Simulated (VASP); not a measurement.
# AlN (Cm) in VASP: notebook

Runs on AlN. Level: r2SCAN. Tasks: single point.

All numbers are computed with VASP 6.6.1; they aren't measurements. Logs are shortened: lines on timing, memory, paths and dates and some standing lists are left out, and cuts for length are marked.

## 1. The cell of the first run

It takes space group Cm (No. 8, monoclinic). Conventional cell: a = 6.177 Å, b = 6.177 Å, c = 4.368 Å, α = 90.00°, β = 90.00°, γ = 90.00°. Al (site symmetry m) has 4 N at 1.77 to 2.02 Å within 2.4 Å. Within 2.5 Å of Al (site symmetry m) lie 4 N at 1.89 Å. Al (site symmetry 1) has 4 N at 1.89 Å within 2.5 Å. N (site symmetry m) has 4 Al at 1.89 to 2.02 Å within 2.5 Å. Within 2.4 Å of N (site symmetry m) lie 4 Al at 1.77 to 1.89 Å. Within 2.5 Å of N (site symmetry 1) lie 4 Al at 1.89 to 1.90 Å.

## 2. Single point, r2SCAN (atom 1 (Al) moved +0.150 Å along Cartesian [1 1 0])

POSCAR

```
AlN
1.0
    4.3679871192      0.0000000000      0.0000000000
    0.0000000000     -4.3679871192      0.0000000000
    0.0000000000      0.0000000000     -4.3679871192
Al N
4 4
Direct
    0.0242825847      0.4757174153      0.5000000000
    0.5000000000      0.0000000000      0.5000000000
    0.5000000000      0.5000000000      0.0000000000
    0.0000000000      0.0000000000      0.0000000000
    0.7500000000      0.7500000000      0.7500000000
    0.2500000000      0.2500000000      0.7500000000
    0.2500000000      0.7500000000      0.2500000000
    0.7500000000      0.2500000000      0.2500000000
```

INCAR.step1

```
SYSTEM = AlN
  ALGO = Normal
  EDIFF = 1E-4
  ENCUT = 520
  GGA = PE
  ISMEAR = 0
  LASPH = .True.
  LCHARG = .False.
  LREAL = .False.
  LWAVE = .True.
  NBANDS = 26
  NELM = 80
  PREC = Accurate
  SIGMA = 0.05
```

INCAR.step2

```
SYSTEM = AlN
  ALGO = Normal
  EDIFF = 1E-6
  ENCUT = 520
  ISIF = 2
  ISMEAR = 0
  ISTART = 1
  LASPH = .True.
  LCHARG = .True.
  LELF = .True.
  LMIXTAU = .True.
  LREAL = .False.
  LVHAR = .True.
  LWAVE = .False.
  METAGGA = R2SCAN
  NBANDS = 26
  NELM = 80
  PREC = Accurate
  SIGMA = 0.05
```

KPOINTS

```
k-points
0
Gamma
  6 6 6
  0 0 0
```

Potentials or basis: VASP PAW PBE potentials, release 64 (Al, N).

Launch:

```sh
> cat potpaw_PBE.64/Al/POTCAR potpaw_PBE.64/N/POTCAR > POTCAR
> cp INCAR.step1 INCAR
> mpirun -np 1 vasp_std > vasp.out
> cp INCAR.step2 INCAR
> mpirun -np 1 vasp_std > vasp.out
```

OUTCAR:

```text
SYSTEM = AlN
   EDIFF = 1E-6
   ENCUT = 520
   ISIF = 2
   ISMEAR = 0
   ISTART = 1
   LASPH = .True.
   LREAL = .False.
   METAGGA = R2SCAN
   NELM = 80
   PREC = Accurate

 ion  position               nearest neighbor table
   1  0.024  0.476  0.500-   6 1.77   7 1.90   8 1.90   5 2.02   2 2.94   3 3.02   4 3.02   3 3.02
                             4 3.02   2 3.09   2 3.09   4 3.17   4 3.17   3 3.17   3 3.17   2 3.24
   2  0.500  0.000  0.500-   5 1.89   6 1.89   7 1.89   8 1.89   1 2.94   3 3.09   4 3.09   3 3.09
                             4 3.09   3 3.09   3 3.09   4 3.09   4 3.09   1 3.09   1 3.09   1 3.24
   3  0.500  0.500  0.000-   5 1.89   6 1.89   7 1.89   8 1.89   1 3.02   1 3.02   4 3.09   2 3.09
                             2 3.09   2 3.09   4 3.09   2 3.09   4 3.09   4 3.09   1 3.17   1 3.17
   4  0.000  0.000  0.000-   5 1.89   6 1.89   7 1.89   8 1.89   1 3.02   1 3.02   3 3.09   2 3.09
                             2 3.09   3 3.09   2 3.09   3 3.09   2 3.09   3 3.09   1 3.17   1 3.17
   5  0.750  0.750  0.750-   2 1.89   3 1.89   4 1.89   1 2.02
   6  0.250  0.250  0.750-   1 1.77   2 1.89   3 1.89   4 1.89
   7  0.250  0.750  0.250-   2 1.89   3 1.89   4 1.89   1 1.90
   8  0.750  0.250  0.250-   2 1.89   3 1.89   4 1.89   1 1.90

  LATTYP: Found a simple cubic cell.
 ALAT       =     4.3679871192

  Lattice vectors:

 A1 = (   4.3679871192,   0.0000000000,   0.0000000000)
 A2 = (   0.0000000000,  -4.3679871192,   0.0000000000)
 A3 = (   0.0000000000,   0.0000000000,  -4.3679871192)

Analysis of symmetry for initial positions (statically):
=====================================================================
 Subroutine PRICEL returns:
 Original cell was already a primitive cell.

 Routine SETGRP: Setting up the symmetry group for a
 simple cubic supercell.

 Subroutine GETGRP returns: Found  2 space group operations
 (whereof  1 operations were pure point group operations)
 out of a pool of 48 trial point group operations.

The static configuration has the point symmetry C_1 .
 The point group associated with its full space group is C_1h.

Analysis of symmetry for dynamics (positions and initial velocities):
=====================================================================
 Subroutine PRICEL returns:
 Original cell was already a primitive cell.

 Routine SETGRP: Setting up the symmetry group for a
 simple cubic supercell.

 Subroutine GETGRP returns: Found  2 space group operations
 (whereof  1 operations were pure point group operations)
 out of a pool of 48 trial point group operations.

The dynamic configuration has the point symmetry C_1 .
 The point group associated with its full space group is C_1h.

 Subroutine INISYM returns: Found  2 space group operations
 (whereof  1 operations are pure point group operations),
 and found     1 'primitive' translations

----------------------------------------------------------------------------------------

                                     Primitive cell

  volume of cell :      83.3382

  direct lattice vectors                    reciprocal lattice vectors
     4.367987119  0.000000000  0.000000000     0.228938404  0.000000000  0.000000000
     0.000000000 -4.367987119  0.000000000     0.000000000 -0.228938404  0.000000000
     0.000000000  0.000000000 -4.367987119     0.000000000  0.000000000 -0.228938404

  length of vectors
     4.367987119  4.367987119  4.367987119     0.228938404  0.228938404  0.228938404

  position of ions in fractional coordinates (direct lattice)
     0.024282585  0.475717415  0.500000000
     0.500000000  0.000000000  0.500000000
     0.500000000  0.500000000  0.000000000
     0.000000000  0.000000000  0.000000000
     0.750000000  0.750000000  0.750000000
     0.250000000  0.250000000  0.750000000
     0.250000000  0.750000000  0.250000000
     0.750000000  0.250000000  0.250000000

  ion indices of the primitive-cell ions
   primitive index   ion index
                 1           1
                 2           2
                 3           3
                 4           4
                 5           5
                 6           6
                 7           7
                 8           8

----------------------------------------------------------------------------------------

 KPOINTS: k-points

Automatic generation of k-mesh.
 Grid dimensions read from file:
 generate k-points for:    6    6    6

 Generating k-lattice:

  Cartesian coordinates                     Fractional coordinates (reciprocal lattice)
     0.038156401  0.000000000  0.000000000     0.166666667  0.000000000  0.000000000
     0.000000000 -0.038156401  0.000000000     0.000000000  0.166666667  0.000000000
     0.000000000  0.000000000 -0.038156401     0.000000000  0.000000000  0.166666667

  Length of vectors
     0.038156401  0.038156401  0.038156401

  Shift w.r.t. Gamma in fractional coordinates (k-lattice)
     0.000000000  0.000000000  0.000000000

 Subroutine IBZKPT returns following result:
 ===========================================

 Found     68 irreducible k-points:

 Following reciprocal coordinates:
            Coordinates               Weight
  0.000000  0.000000  0.000000      1.000000
  0.166667  0.000000  0.000000      4.000000
  0.000000  0.000000  0.166667      2.000000
  0.333333  0.000000  0.000000      4.000000
  0.000000  0.000000  0.333333      2.000000
  0.500000  0.000000  0.000000      2.000000
[... 16 lines left out ...]
  0.333333  0.000000  0.333333      4.000000
 -0.333333  0.333333  0.000000      2.000000
 [... further k-points ...]
   k-points           NKPTS =     68   k-points in BZ     NKDIM =     68   number of bands    NBANDS=     26
   number of dos      NEDOS =    301   number of ions     NIONS =      8
   total plane-waves  NPLWV =  32768
   dimension x,y,z NGX =    32 NGY =   32 NGZ =   32
   dimension x,y,z NGXF=    64 NGYF=   64 NGZF=   64
   ions per type =               4   4
   NGX,Y,Z   is equivalent  to a cutoff of  12.18, 12.18, 12.18 a.u.
   NGXF,Y,Z  is equivalent  to a cutoff of  24.36, 24.36, 24.36 a.u.
 SYSTEM =  AlN
   PREC   = accura    normal or accurate (medium, high low for compatibility)
   ISTART =      1    job   : 0-new  1-cont  2-samecut
   ICHARG =      0    charge: 1-file 2-atom 10-const
   ISPIN  =      1    spin polarized calculation?
   LNONCOLLINEAR =      F non collinear calculations
   LSORBIT =      F    spin-orbit coupling
   LASPH  =      T    aspherical Exc in radial PAW
   ENCUT  =  520.0 eV  38.22 Ry    6.18 a.u.   8.12  8.12  8.12*2*pi/ulx,y,z
   NELM   =     80;   NELMIN=  2; NELMDL=  0     # of ELM steps
   EDIFF  = 0.1E-05   stopping-criterion for ELM
   LREAL  =      F    real-space projection
   EDIFFG = 0.1E-04   stopping-criterion for IOM
   NSW    =      0    number of steps for IOM
   IBRION =     -1    ionic relax: 0-MD 1-quasi-New 2-CG
   NFREE  =      0    steps in history (QN), initial steepest desc. (CG)
   ISIF   =      2    stress and relaxation
   ISYM   =      2    0-nonsym 1-usesym 2-fastsym
   POTIM  = 0.5000    time-step for ionic-motion
   TEBEG  =    0.0;   TEEND  =   0.0 temperature during run
   PSTRESS=    0.0 pullay stress
   NELECT =      32.0000    total number of electrons
   NUPDOWN=      -1.0000    fix difference up-down
   EMIN   =  10.00;   EMAX   =-10.00  energy-range for DOS
   EFERMI =   0.00;   METHOD = LEGACY
   ISMEAR =     0;   SIGMA  =   0.05  broadening in eV -4-tet -1-fermi 0-gaus
   EFERMI_NEDOS =   21; number of points for ismear=-14 and -15
   IALGO  =     38    algorithm
   IMIX   =      4    mixing-type and parameters
     AMIX     =   0.40;   BMIX     =  1.00
     AMIX_MAG =   1.60;   BMIX_MAG =  1.00
  volume/ion in A,a.u.               =      10.42        70.30
  Fermi-wavevector in a.u.,A,eV,Ry     =   1.189899  2.248583 19.263943  1.415860
  Thomas-Fermi vector in A             =   2.325996
   LORBIT       =      0    0 simple, 1 ext, 2 COOP (PROOUT), +10 PAW based schemes
   METAGGA = R2SCAN    functional components
   LHFCALC =     F    Hartree Fock is set to
   AEXX    =    0.0000 exact exchange contribution
   IVDW    =     0    specifies the selected vdW correction
   LEPSILON=     F    determine dielectric tensor
   LRPA    =     F    only Hartree local field effects (RPA)
 non-spin polarized calculation
 Gauss-broadening in eV      SIGMA  =   0.05
  energy-cutoff  :      520.00
  volume of cell :       83.34
 maximum number of plane-waves:      2272
   NGX = 17   NGY = 17   NGZ = 17

 number of electron      32.0000007 magnetization

 Free energy of the ion-electron system (eV)
  ---------------------------------------------------
  ext. energy  EPLUGINS =         0.00000000
  ---------------------------------------------------
  free energy    TOTEN  =       -76.47166077 eV

  energy without entropy =      -76.47166077  energy(sigma->0) =      -76.47166077

 E-fermi :   6.0622     XC(G=0): -11.4176

 val. band max:        5.8453698658   @ k =   0.0000   0.0000   0.0000
 cond. band min:       9.1878980346   @ k =   0.0000   0.0000   0.0000
 fundamental gap:      3.3425281688
 Fermi energy:         6.0621993578

 k-point     1 :       0.0000    0.0000    0.0000
  band No.  band energies     occupation
      1     -10.0893      2.00000
      2      -7.6929      2.00000
      3      -7.4024      2.00000
      4      -7.1255      2.00000
      5       0.7047      2.00000
      6       0.7050      2.00000
[... 18 lines left out ...]
     25      19.2341      0.00000
     26      19.2550      0.00000

 k-point     2 :       0.1667    0.0000    0.0000
  band No.  band energies     occupation
      1      -9.9563      2.00000
      2      -7.7825      2.00000
      3      -7.5000      2.00000
      4      -7.1512      2.00000
      5       0.8576      2.00000
      6       0.8736      2.00000
[... 18 lines left out ...]
     25      19.4198      0.00000
[... 608 lines left out ...]
     25      17.5831      0.00000
     26      17.6400      0.00000

 k-point    24 :      -0.3333    0.3333    0.0000
  band No.  band energies     occupation
      1      -9.1410      2.00000
      2      -8.0805      2.00000
      3      -7.9865      2.00000
      4      -7.4073      2.00000
      5       1.1851      2.00000
      6       1.3050      2.00000
[... 18 lines left out ...]
     25      17.5451      0.00000
     26      17.5878      0.00000

 [... further k-points ...]
[... 5 lines left out ...]
  --------------------------------------------------------------------------------------
  -------------------------------------------------------------------------------------
  Total        0.2255931      0.2255931      0.6404901      0.4902534     -1.0115484     -1.0115423
  in kB        4.3370292      4.3370292     12.3134277      9.4251254    -19.4470263    -19.4469082
  external PRESSURE =       6.9958287 kB  Pullay stress =       0.0000000 kB

 VOLUME and BASIS-vectors are now :
 -----------------------------------------------------------------------------
  energy-cutoff  :      520.00
  volume of cell :       83.34
      direct lattice vectors                 reciprocal lattice vectors
     4.367987119  0.000000000  0.000000000     0.228938404  0.000000000  0.000000000
     0.000000000 -4.367987119  0.000000000     0.000000000 -0.228938404  0.000000000
     0.000000000  0.000000000 -4.367987119     0.000000000  0.000000000 -0.228938404

 POSITION                                       TOTAL-FORCE (eV/Angst)
 -----------------------------------------------------------------------------------
      0.10607     -2.07793     -2.18399        -2.376479     -2.376479      0.652655
      2.18399      0.00000     -2.18399         0.545399      0.545399     -0.017112
      2.18399     -2.18399      0.00000         0.536428     -0.376890      0.016129
      0.00000      0.00000      0.00000        -0.376890      0.536428      0.016129
      3.27599     -3.27599     -3.27599         0.418324      0.418324      0.244694
      1.09200     -1.09200     -3.27599         0.929720      0.929720     -0.844786
      1.09200     -3.27599     -1.09200         0.134358      0.189139     -0.033854
      3.27599     -1.09200     -1.09200         0.189139      0.134358     -0.033854
 -----------------------------------------------------------------------------------
    total drift:                               -0.001264     -0.001264     -0.001020

  FREE ENERGIE OF THE ION-ELECTRON SYSTEM (eV)
  ---------------------------------------------------
  free  energy   TOTEN  =       -76.4716607717 eV

  energy  without entropy=      -76.4716607717  energy(sigma->0) =      -76.47166077
```

Run time: 1.8 min. Hardware: 1 thread of Intel Xeon 6975P-C (Granite Rapids), shared host; peak memory 0.24 GiB.

What came out:

```yaml
Free_energy: -76.4717 eV
Pressure: 0.7 GPa
Largest_force: 3.424 eV/Å
Band_gap_on_the_k_mesh: 3.34 eV
```

Forces in eV/Å, atoms in the order of the input:
```
Al  -2.376 -2.376  0.653
Al   0.545  0.545 -0.017
Al   0.536 -0.377  0.016
Al  -0.377  0.536  0.016
N    0.418  0.418  0.245
N    0.930  0.930 -0.845
N    0.134  0.189 -0.034
N    0.189  0.134 -0.034
```

Stress tensor (GPa, compression positive):
```
 0.43  0.94 -1.94
 0.94  0.43 -1.94
-1.94 -1.94  1.23
```

Caveat: the cell differs from its parent crystal (atom 1 (Al) moved +0.150 Å along Cartesian [1 1 0]); the PAW data sets were made with another functional, which shifts forces and pressure a little.

## 3. Single point, r2SCAN (atom 1 (Al) moved -0.300 Å along Cartesian [1 1 0])

Edit POSCAR of step 2 so:

```diff
@@ -8,3 +8,3 @@
 Direct
-    0.0242825847      0.4757174153      0.5000000000
+   -0.0485651694      0.5485651694      0.5000000000
     0.5000000000      0.0000000000      0.5000000000
```

INCAR.step1

```
SYSTEM = AlN
PREC = Accurate
ENCUT = 520
ISMEAR = 0
SIGMA = 0.05
LREAL = .False.
LASPH = .True.
NELM = 100
NBANDS = 26
GGA = PE
ALGO = Normal
EDIFF = 1E-4
LWAVE = .True.
LCHARG = .False.
```

INCAR.step2

```
SYSTEM = AlN
PREC = Accurate
ENCUT = 520
EDIFF = 1E-6
ISMEAR = 0
SIGMA = 0.05
LREAL = .False.
LASPH = .True.
NELM = 100
ALGO = Normal
ISIF = 2
LWAVE = .False.
LCHARG = .True.
METAGGA = R2SCAN
LMIXTAU = .True.
LELF = .True.
LVHAR = .True.
NBANDS = 26
ISTART = 1
```

KPOINTS

```
regular mesh
0
Gamma
  6 6 6
  0 0 0
```

Potentials or basis: VASP PAW PBE potentials, release 64 (Al, N).

Launch:

```sh
> cat potpaw_PBE.64/Al/POTCAR potpaw_PBE.64/N/POTCAR > POTCAR
> cp INCAR.step1 INCAR
> mpirun -np 1 vasp_std > vasp.out
> cp INCAR.step2 INCAR
> mpirun -np 1 vasp_std > vasp.out
```

It took 5.5 min on 1 thread of Intel Xeon 8259CL, shared host; peak memory 0.25 GiB.

It converged, with:

```yaml
Free_energy: -75.6842 eV
Pressure: 3.3 GPa
Largest_force: 7.788 eV/Å
Band_gap_on_the_k_mesh: 2.59 eV
```

Forces on the atoms (eV/Å):
```
Al   5.144  5.144  2.782
Al  -1.125 -1.125 -0.069
Al  -1.052  0.745  0.062
Al   0.745 -1.052  0.062
N   -2.568 -2.568 -2.776
N   -0.498 -0.498  0.194
N   -0.423 -0.223 -0.128
N   -0.223 -0.423 -0.128
```

Stress tensor (GPa, compression positive):
```
2.10 3.65 4.72
3.65 2.10 4.72
4.72 4.72 5.74
```

Levels at points of the mesh, in eV from the valence-band top:
```
           k point  band 13  band 14  band 15  band 16  band 17  band 18  band 19  band 20
(0.00, 0.00, 0.00)    -1.95    -0.42    -0.30     0.00     2.59     3.63     3.97     4.81
(0.50, 0.00, 0.00)    -1.90    -1.74    -1.01    -0.73     5.31     6.25     6.42     7.10
(0.00, 0.00, 0.50)    -1.37    -1.34    -1.28    -1.15     5.16     6.28     6.39     7.15
(0.50, 0.50, 0.00)    -1.14    -0.93    -0.76    -0.64     7.15     8.19     8.24     9.01
(0.00, 0.50, 0.50)    -1.56    -1.22    -0.62    -0.25     7.12     8.18     8.28     8.89
(0.50, 0.50, 0.50)    -0.63    -0.52    -0.50    -0.04     7.38     7.61     7.78     7.94
```

Caveat: the cell differs from its parent crystal (atom 1 (Al) moved -0.300 Å along Cartesian [1 1 0]); the cell stands under pressure; the PAW data sets were made with another functional, which shifts forces and pressure a little.
